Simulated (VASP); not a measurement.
Write the native input for VASP 6.6.1 that does the following.

```yaml
Task: single point
Functional: PBE
Potentials_or_basis: VASP PAW PBE potentials, release 64 (Zr_sv, Al, B, N)
Cutoff: 520 eV
k_mesh: 12 × 12 × 4
Occupations: gaussian, width 0.1 eV
Spin: no spin polarisation
Dipole_correction: no
Further_INCAR_settings: ALGO = Normal; EDIFF = 1e-06; NBANDS = 28
```

The structure of ZrAl3B3N lies in POSCAR:

```
ZrAl3B3N
1.0
    3.0176511745      0.0000000000      0.0000000000
   -1.5088255872      2.6133625769      0.0000000000
    0.0000000000      0.0000000000     11.4140370505
Zr Al B N
1 3 3 1
Direct
    0.3333333333      0.6666666667      0.0105198635
    0.3333333333      0.6666666667      0.3140197928
    0.6666666667      0.3333333333      0.5255486519
    0.0000000000      0.0000000000      0.7303720836
    0.6666666667      0.3333333333      0.1756132260
    0.0000000000      0.0000000000      0.1657142039
    0.6666666667      0.3333333333      0.8492092448
    0.0000000000      0.0000000000      0.4190029337
```

The input as run:

INCAR

```
PREC = Accurate
ENCUT = 520
EDIFF = 1E-6
ISMEAR = 0
SIGMA = 0.1
LREAL = False
LASPH = True
NELM = 80
ALGO = Normal
ISIF = 2
LWAVE = False
LCHARG = True
GGA = PE
LELF = True
LVHAR = True
NBANDS = 28
```

KPOINTS

```
regular mesh
0
Gamma
  12 12 4
```

Potentials or basis: VASP PAW PBE potentials, release 64 (Zr_sv, Al, B, N).

Launch:

```sh
$ cat potpaw_PBE.64/Zr_sv/POTCAR potpaw_PBE.64/Al/POTCAR potpaw_PBE.64/B/POTCAR potpaw_PBE.64/N/POTCAR > POTCAR
$ mpirun -np 1 vasp_std > vasp.out
```

It gave:

- Pressure: 0.0 GPa
- Largest force: 0.012 eV/Å
- Band gap on the k mesh: zero (an odd number of electrons rules out a gap without spin polarisation)

Caveat: an odd number of electrons without spin polarisation forces a metal; a magnetic or distorted state may lie lower.

Run time: 77 s on 1 thread of Intel(R) Xeon(R) 6975P-C (Granite Rapids) (shared host), peak memory 0.33 GiB.
